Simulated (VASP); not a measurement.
# Te (P2_12_12) in VASP: single point with PBE

Aim: the single point of Te with PBE.

Program: VASP 6.6.1. These are calculated values, not measurements. Logs are shortened: lines on timing, memory, paths and dates and some standing lists are left out, and cuts for length are marked.

**1. The cell of the first run**

It takes space group P2_12_12 (No. 18, orthorhombic). Conventional cell: a = 5.471 Å, b = 8.369 Å, c = 3.080 Å, α = 90.00°, β = 90.00°, γ = 90.00°. Within 3.6 Å of Te (site symmetry 1) lie 3 Te at 2.74 to 3.08 Å.

**2. Single point, PBE**

INCAR reads:

```
SYSTEM = Te
ALGO     = Normal         ! electronic algorithm
EDIFF    = 1E-7           ! SCF threshold, eV
ENCUT    = 520            ! plane-wave cutoff, eV
GGA      = PE             ! functional
ISIF     = 2              ! what is computed and relaxed
ISMEAR   = 0              ! smearing method
LASPH    = .True.         ! aspherical terms in the spheres
LCHARG   = .False.        ! write CHGCAR
LREAL    = .False.        ! projectors in reciprocal space
LWAVE    = .False.        ! write WAVECAR
NBANDS   = 20             ! bands
NELM     = 80             ! most SCF steps
PREC     = Accurate       ! precision mode
SIGMA    = 0.05           ! smearing width, eV
```

KPOINTS reads:

```
k-points
0
Gamma
  6 4 10
  0 0 0
```

POSCAR reads:

```
Te
1.0
    5.4710358333      0.0000000000      0.0000000000
    0.0000000000      8.3693398200      0.0000000000
    0.0000000000      0.0000000000      3.0803180595
Te
4
Direct
    0.8107647500      0.1069269300      0.2361167600
    0.6892352500      0.6069269300      0.7638832400
    0.1892352500      0.8930730700      0.2361167600
    0.3107647500      0.3930730700      0.7638832400
```

Potentials or basis: VASP PAW PBE potentials, release 64 (Te).

Command:

```bash
cat potpaw_PBE.64/Te/POTCAR > POTCAR
mpirun -np 1 vasp_std > vasp.out
```

OUTCAR:

```text
SYSTEM = Te
   EDIFF = 1E-7
   ENCUT = 520
   GGA = PE
   ISIF = 2
   ISMEAR = 0
   LASPH = .True.
   LREAL = .False.
   NELM = 80
   PREC = Accurate

 ion  position               nearest neighbor table
   1  0.811  0.107  0.236-   3 2.74
   2  0.689  0.607  0.764-   4 2.74
   3  0.189  0.893  0.236-   1 2.74
   4  0.311  0.393  0.764-   2 2.74

  LATTYP: Found a simple orthorhombic cell.
 ALAT       =     3.0803180595
 B/A-ratio  =     1.7761269218
 C/A-ratio  =     2.7170375456

  Lattice vectors:

 A1 = (   0.0000000000,   0.0000000000,   3.0803180595)
 A2 = (   5.4710358333,   0.0000000000,   0.0000000000)
 A3 = (   0.0000000000,   8.3693398200,   0.0000000000)

Analysis of symmetry for initial positions (statically):
=====================================================================
 Subroutine PRICEL returns:
 Original cell was already a primitive cell.

 Routine SETGRP: Setting up the symmetry group for a
 simple orthorhombic supercell.

 Subroutine GETGRP returns: Found  4 space group operations
 (whereof  2 operations were pure point group operations)
 out of a pool of  8 trial point group operations.

The static configuration has the point symmetry C_2 .
 The point group associated with its full space group is D_2 .

Analysis of symmetry for dynamics (positions and initial velocities):
=====================================================================
 Subroutine PRICEL returns:
 Original cell was already a primitive cell.

 Routine SETGRP: Setting up the symmetry group for a
 simple orthorhombic supercell.

 Subroutine GETGRP returns: Found  4 space group operations
 (whereof  2 operations were pure point group operations)
 out of a pool of  8 trial point group operations.

The dynamic configuration has the point symmetry C_2 .
 The point group associated with its full space group is D_2 .

 Subroutine INISYM returns: Found  4 space group operations
 (whereof  2 operations are pure point group operations),
 and found     1 'primitive' translations

----------------------------------------------------------------------------------------

                                     Primitive cell

  volume of cell :     141.0446

  direct lattice vectors                    reciprocal lattice vectors
     5.471035833  0.000000000  0.000000000     0.182780744  0.000000000  0.000000000
     0.000000000  8.369339820  0.000000000     0.000000000  0.119483737  0.000000000
     0.000000000  0.000000000  3.080318060     0.000000000  0.000000000  0.324641800

  length of vectors
     5.471035833  8.369339820  3.080318060     0.182780744  0.119483737  0.324641800

  position of ions in fractional coordinates (direct lattice)
     0.810764750  0.106926930  0.236116760
     0.689235250  0.606926930  0.763883240
     0.189235250  0.893073070  0.236116760
     0.310764750  0.393073070  0.763883240

  ion indices of the primitive-cell ions
   primitive index   ion index
                 1           1
                 2           2
                 3           3
                 4           4

----------------------------------------------------------------------------------------

 KPOINTS: k-points

Automatic generation of k-mesh.
 Grid dimensions read from file:
 generate k-points for:    6    4   10

 Generating k-lattice:

  Cartesian coordinates                     Fractional coordinates (reciprocal lattice)
     0.030463457  0.000000000  0.000000000     0.166666667  0.000000000  0.000000000
     0.000000000  0.029870934  0.000000000     0.000000000  0.250000000  0.000000000
     0.000000000  0.000000000  0.032464180     0.000000000  0.000000000  0.100000000

  Length of vectors
     0.030463457  0.029870934  0.032464180

  Shift w.r.t. Gamma in fractional coordinates (k-lattice)
     0.000000000  0.000000000  0.000000000

 Subroutine IBZKPT returns following result:
 ===========================================

 Found     72 irreducible k-points:

 Following reciprocal coordinates:
            Coordinates               Weight
  0.000000  0.000000  0.000000      1.000000
  0.166667  0.000000  0.000000      2.000000
  0.333333  0.000000  0.000000      2.000000
  0.500000  0.000000  0.000000      1.000000
  0.000000  0.250000  0.000000      2.000000
  0.166667  0.250000  0.000000      4.000000
[... 16 lines left out ...]
  0.333333  0.500000  0.100000      4.000000
  0.500000  0.500000  0.100000      2.000000
 [... further k-points ...]
   k-points           NKPTS =     72   k-points in BZ     NKDIM =     72   number of bands    NBANDS=     20
   number of dos      NEDOS =    301   number of ions     NIONS =      4
   total plane-waves  NPLWV =  64512
   dimension x,y,z NGX =    42 NGY =   64 NGZ =   24
   dimension x,y,z NGXF=    84 NGYF=  128 NGZF=   48
   ions per type =               4
   NGX,Y,Z   is equivalent  to a cutoff of  12.76, 12.71, 12.95 a.u.
   NGXF,Y,Z  is equivalent  to a cutoff of  25.52, 25.43, 25.91 a.u.
 SYSTEM =  Te
   PREC   = accura    normal or accurate (medium, high low for compatibility)
   ISTART =      0    job   : 0-new  1-cont  2-samecut
   ICHARG =      2    charge: 1-file 2-atom 10-const
   ISPIN  =      1    spin polarized calculation?
   LNONCOLLINEAR =      F non collinear calculations
   LSORBIT =      F    spin-orbit coupling
   LASPH  =      T    aspherical Exc in radial PAW
   ENCUT  =  520.0 eV  38.22 Ry    6.18 a.u.  10.17 15.56  5.73*2*pi/ulx,y,z
   NELM   =     80;   NELMIN=  2; NELMDL= -5     # of ELM steps
   EDIFF  = 0.1E-06   stopping-criterion for ELM
   LREAL  =      F    real-space projection
   EDIFFG = 0.1E-05   stopping-criterion for IOM
   NSW    =      0    number of steps for IOM
   IBRION =     -1    ionic relax: 0-MD 1-quasi-New 2-CG
   NFREE  =      0    steps in history (QN), initial steepest desc. (CG)
   ISIF   =      2    stress and relaxation
   ISYM   =      2    0-nonsym 1-usesym 2-fastsym
   POTIM  = 0.5000    time-step for ionic-motion
   TEBEG  =    0.0;   TEEND  =   0.0 temperature during run
   PSTRESS=    0.0 pullay stress
   NELECT =      24.0000    total number of electrons
   NUPDOWN=      -1.0000    fix difference up-down
   EMIN   =  10.00;   EMAX   =-10.00  energy-range for DOS
   EFERMI =   0.00;   METHOD = LEGACY
   ISMEAR =     0;   SIGMA  =   0.05  broadening in eV -4-tet -1-fermi 0-gaus
   EFERMI_NEDOS =   21; number of points for ismear=-14 and -15
   IALGO  =     38    algorithm
   IMIX   =      4    mixing-type and parameters
     AMIX     =   0.40;   BMIX     =  1.00
     AMIX_MAG =   1.60;   BMIX_MAG =  1.00
  volume/ion in A,a.u.               =      35.26       237.95
  Fermi-wavevector in a.u.,A,eV,Ry     =   0.907179  1.714320 11.197245  0.822974
  Thomas-Fermi vector in A             =   2.030956
   LORBIT       =      0    0 simple, 1 ext, 2 COOP (PROOUT), +10 PAW based schemes
   GGA     = PE    functional components
   LHFCALC =     F    Hartree Fock is set to
   AEXX    =    0.0000 exact exchange contribution
   IVDW    =     0    specifies the selected vdW correction
   LEPSILON=     F    determine dielectric tensor
   LRPA    =     F    only Hartree local field effects (RPA)
 non-spin polarized calculation
 Gauss-broadening in eV      SIGMA  =   0.05
  energy-cutoff  :      520.00
  volume of cell :      141.04
 maximum number of plane-waves:      3824
 NGX is ok and might be reduce to    42
   NGX = 21   NGY = 31   NGZ = 11

 number of electron      23.9999999 magnetization

 Free energy of the ion-electron system (eV)
  ---------------------------------------------------
  ext. energy  EPLUGINS =         0.00000000
  ---------------------------------------------------
  free energy    TOTEN  =       -12.16330017 eV

  energy without entropy =      -12.16113207  energy(sigma->0) =      -12.16221612

 E-fermi :   5.5261     XC(G=0):  -8.9025

 val. band max:        5.5224448669   @ k =   0.1667   0.2500   0.5000
 cond. band min:       5.5387138852   @ k =   0.3333   0.2500   0.3000
 fundamental gap:      0.0162690183
 Fermi energy:         5.5260520159

 k-point     1 :       0.0000    0.0000    0.0000
  band No.  band energies     occupation
      1      -8.1538      2.00000
      2      -7.5540      2.00000
      3      -5.8527      2.00000
      4      -5.1978      2.00000
      5       0.6483      2.00000
      6       0.9962      2.00000
[... 12 lines left out ...]
     19      11.1578      0.00000
     20      12.5191      0.00000

 k-point     2 :       0.1667    0.0000    0.0000
  band No.  band energies     occupation
      1      -8.0864      2.00000
      2      -7.5505      2.00000
      3      -5.8580      2.00000
      4      -5.3374      2.00000
      5       0.5847      2.00000
      6       0.7887      2.00000
[... 12 lines left out ...]
     19      11.7480      0.00000
     20      12.5622      0.00000

 k-point     3 :       0.3333    0.0000    0.0000
  band No.  band energies     occupation
      1      -7.9094      2.00000
      2      -7.5775      2.00000
      3      -5.8622      2.00000
      4      -5.6159      2.00000
      5       0.1931      2.00000
      6       0.5513      2.00000
[... 12 lines left out ...]
     19      12.0787      0.00000
     20      12.2200      0.00000

 k-point     4 :       0.5000    0.0000    0.0000
  band No.  band energies     occupation
      1      -7.7038      2.00000
      2      -7.7038      2.00000
      3      -5.8087      2.00000
      4      -5.8087      2.00000
      5       0.1907      2.00000
      6       0.1907      2.00000
[... 12 lines left out ...]
     19      11.4974      0.00000
     20      11.4974      0.00000

 k-point     5 :       0.0000    0.2500    0.0000
  band No.  band energies     occupation
      1      -8.0860      2.00000
      2      -7.6717      2.00000
      3      -5.7211      2.00000
      4      -5.2676      2.00000
      5       0.5746      2.00000
      6       0.8032      2.00000
[... 12 lines left out ...]
     19      11.6401      0.00000
     20      12.5673      0.00000

 k-point     6 :       0.1667    0.2500    0.0000
  band No.  band energies     occupation
      1      -8.0238      2.00000
      2      -7.6516      2.00000
      3      -5.7555      2.00000
      4      -5.3939      2.00000
      5       0.4724      2.00000
      6       0.7921      2.00000
[... 12 lines left out ...]
     19      12.4265      0.00000
     20      12.6068      0.00000

 k-point     7 :       0.3333    0.2500    0.0000
  band No.  band energies     occupation
      1      -7.8655      2.00000
      2      -7.6316      2.00000
      3      -5.8255      2.00000
      4      -5.6509      2.00000
      5       0.2765      2.00000
      6       0.8174      2.00000
[... 12 lines left out ...]
     19      11.8849      0.00000
     20      12.6005      0.00000
[... 277 lines left out ...]
 k-point    20 :       0.5000    0.2500    0.1000
  band No.  band energies     occupation
      1      -7.5644      2.00000
      2      -7.5644      2.00000
      3      -5.6814      2.00000
      4      -5.6814      2.00000
      5       0.5587      2.00000
      6       0.5587      2.00000
[... 12 lines left out ...]
     19      12.0220      0.00000
     20      12.0220      0.00000

 k-point    21 :       0.0000    0.5000    0.1000
  band No.  band energies     occupation
      1      -7.7648      2.00000
      2      -7.7648      2.00000
      3      -5.3264      2.00000
      4      -5.3264      2.00000
      5       0.7101      2.00000
      6       0.7101      2.00000
[... 12 lines left out ...]
     19      12.9475      0.00000
     20      12.9475      0.00000

 k-point    22 :       0.1667    0.5000    0.1000
  band No.  band energies     occupation
      1      -7.7192      2.00000
      2      -7.7192      2.00000
      3      -5.4136      2.00000
      4      -5.4136      2.00000
      5       0.6864      2.00000
      6       0.6864      2.00000
[... 12 lines left out ...]
     19      12.3582      0.00000
     20      12.3582      0.00000

 k-point    23 :       0.3333    0.5000    0.1000
  band No.  band energies     occupation
      1      -7.6178      2.00000
      2      -7.6178      2.00000
      3      -5.5969      2.00000
      4      -5.5969      2.00000
      5       0.7845      2.00000
      6       0.7845      2.00000
[... 12 lines left out ...]
     19      12.3395      0.00000
     20      12.3395      0.00000

 k-point    24 :       0.5000    0.5000    0.1000
  band No.  band energies     occupation
      1      -7.5606      2.00000
      2      -7.5606      2.00000
      3      -5.6945      2.00000
      4      -5.6945      2.00000
      5       0.9800      2.00000
      6       0.9800      2.00000
[... 12 lines left out ...]
     19      11.8318      0.00000
     20      11.8318      0.00000

 [... further k-points ...]
[... 5 lines left out ...]
  --------------------------------------------------------------------------------------
  -------------------------------------------------------------------------------------
  Total        0.3652807      0.5587708      0.4643896      0.0000000      0.0000000      0.0000000
  in kB        4.1493582      6.3472847      5.2751736      0.0000000      0.0000000      0.0000000
  external PRESSURE =       5.2572722 kB  Pullay stress =       0.0000000 kB

 VOLUME and BASIS-vectors are now :
 -----------------------------------------------------------------------------
  energy-cutoff  :      520.00
  volume of cell :      141.04
      direct lattice vectors                 reciprocal lattice vectors
     5.471035833  0.000000000  0.000000000     0.182780744  0.000000000  0.000000000
     0.000000000  8.369339820  0.000000000     0.000000000  0.119483737  0.000000000
     0.000000000  0.000000000  3.080318060     0.000000000  0.000000000  0.324641800

 POSITION                                       TOTAL-FORCE (eV/Angst)
 -----------------------------------------------------------------------------------
      4.43572      0.89491      0.72731        -0.171230      0.156490     -0.003379
      3.77083      5.07958      2.35300         0.171230      0.156490      0.003379
      1.03531      7.47443      0.72731         0.171230     -0.156490     -0.003379
      1.70021      3.28976      2.35300        -0.171230     -0.156490      0.003379
 -----------------------------------------------------------------------------------
    total drift:                                0.000000      0.000000      0.000000

  FREE ENERGIE OF THE ION-ELECTRON SYSTEM (eV)
  ---------------------------------------------------
  free  energy   TOTEN  =       -12.1633001684 eV

  energy  without entropy=      -12.1611320682  energy(sigma->0) =      -12.16221612
```

Run time: 2.3 min. Hardware: 1 thread of Intel Xeon 6975P-C, shared host; peak memory 0.33 GiB.

What came out:

* Free energy: -12.1633 eV
* Pressure: 0.5 GPa
* Largest force: 0.232 eV/Å
* Band gap on the k mesh: zero (band 12 reaches 6.98 eV, above the bottom of band 13 at 4.20 eV)

Forces in eV/Å, atoms in the order of the input:
```
Te  -0.171  0.156 -0.003
Te   0.171  0.156  0.003
Te   0.171 -0.156 -0.003
Te  -0.171 -0.156  0.003
```

Stress tensor (GPa, compression positive):
```
0.41 0.00 0.00
0.00 0.63 0.00
0.00 0.00 0.53
```

Levels at points of the mesh, in eV from the Fermi level:
```tsv
k point	band 8	band 9	band 10	band 11	band 12	band 13	band 14	band 15	band 16	band 17
(0.00, 0.00, 0.00)	-2.78	-2.75	-1.83	0.76	1.45	2.06	2.63	3.44	3.89	4.38
(0.50, 0.00, 0.00)	-2.85	-1.24	-1.24	1.11	1.11	2.48	2.48	3.93	3.93	5.18
(0.00, 0.50, 0.00)	-2.79	-2.24	-2.24	0.32	0.32	2.30	2.30	4.19	4.19	5.40
(0.50, 0.50, 0.00)	-4.06	-0.64	-0.64	1.15	1.15	2.48	2.48	3.91	3.91	5.78
(0.00, 0.00, 0.50)	-4.01	-2.83	-2.80	-1.01	-0.93	-0.47	-0.40	1.86	1.95	3.90
(0.50, 0.00, 0.50)	-4.34	-2.79	-2.79	-2.03	-2.03	0.88	0.88	2.47	2.47	4.24
(0.00, 0.50, 0.50)	-4.04	-2.85	-2.85	-1.00	-1.00	-0.48	-0.48	2.13	2.13	4.43
(0.50, 0.50, 0.50)	-4.40	-2.66	-2.66	-1.79	-1.79	0.68	0.68	1.87	1.87	4.33
```

Caveat: spin-orbit coupling is left out, which moves the levels of the heavy elements.
